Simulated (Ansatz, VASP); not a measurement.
## One calculation of BaTiO3, two programs

INCAR

```
SYSTEM = BaTiO3
ALGO     = Normal         ! electronic algorithm
EDIFF    = 1E-8           ! SCF threshold, eV
ENCUT    = 520            ! plane-wave cutoff, eV
GGA      = PS             ! functional
ISIF     = 2              ! what is computed and relaxed
ISMEAR   = -1             ! smearing method
LASPH    = .True.         ! aspherical terms in the spheres
LCHARG   = .False.        ! write CHGCAR
LEFG     = .True.       
LREAL    = .False.        ! projectors in reciprocal space
LWAVE    = .False.        ! write WAVECAR
NBANDS   = 28             ! bands
NELM     = 60             ! most SCF steps
PREC     = Accurate       ! precision mode
SIGMA    = 0.03           ! smearing width, eV
```

Contents of KPOINTS:

```
k-points
0
Gamma
  7 7 7
  0 0 0
```

The input POSCAR:

```
BaTiO3
1.0
    4.0262895137      0.0000000000      0.0000000000
    0.0000000000      4.0262895137      0.0000000000
    0.0000000000      0.0000000000      4.0446100470
Ba Ti O
1 1 3
Direct
    0.0000000000      0.0000000000      0.0000000000
    0.5000000000      0.5000000000      0.5000000000
    0.5000000000      0.5000000000      0.0000000000
    0.5000000000      0.0000000000      0.5000000000
    0.0000000000      0.5000000000      0.5000000000
```

Input for Ansatz:

```yaml
crystal:
  lattice:
    - [4.0262895137, 0.0, 0.0]
    - [0.0, 4.0262895137, 0.0]
    - [0.0, 0.0, 4.044610047]
  atoms:
    - { symbol: Ba, position: [0.0, 0.0, 0.0] }
    - { symbol: Ti, position: [0.5, 0.5, 0.5] }
    - { symbol: O, position: [0.5, 0.5, 0.0] }
    - { symbol: O, position: [0.5, 0.0, 0.5] }
    - { symbol: O, position: [0.0, 0.5, 0.5] }
kpoints:
  mp_grid: { grid: [7, 7, 7] }
scf:
  occupations: { method: fermi_dirac, width: 0.03 }
hamiltonian:
  xc: pbesol
  pseudopotentials: { kind: all_electron, datasets: crystal }
output:
  forces: true
  stress: true
  eigenvalues: true
  efg: { contact_densities: true }
```

Change from the starting cell: volume scaled by 1.02, crystal datasets.

Alike in both runs: task electric field gradients; functional PBEsol; k mesh 7 × 7 × 7; occupations fermi-dirac, width 0.03 eV; no spin polarisation.

|  | VASP | Ansatz |
| --- | --- | --- |
| version | VASP 6.6.1 | Ansatz 0.2.0 |
| potentials or method | VASP PAW PBE potentials, release 64 (Ba_sv, Ti_sv, O), cutoff 520 eV | all-electron PAW with datasets made for the crystal, scalar-relativistic |

```csv
,VASP,Ansatz,Ansatz less VASP
gap on the k mesh at the Fermi level (eV),1.71,1.77,+0.060
pressure (GPa),-5.9,-7.6,-1.66
"traceless stress, the component that is largest in VASP (GPa)",-0.51,-0.50,+0.018
size of Vzz on the site where it differs most (V/Å²),26.2,26.1,-0.11
```

VASP's potentials were made for PBE, not for PBEsol. Ansatz ran all-electron here, and VASP with PAW potentials. Ansatz's warnings: printed levels off.

Spin-orbit coupling is off throughout.
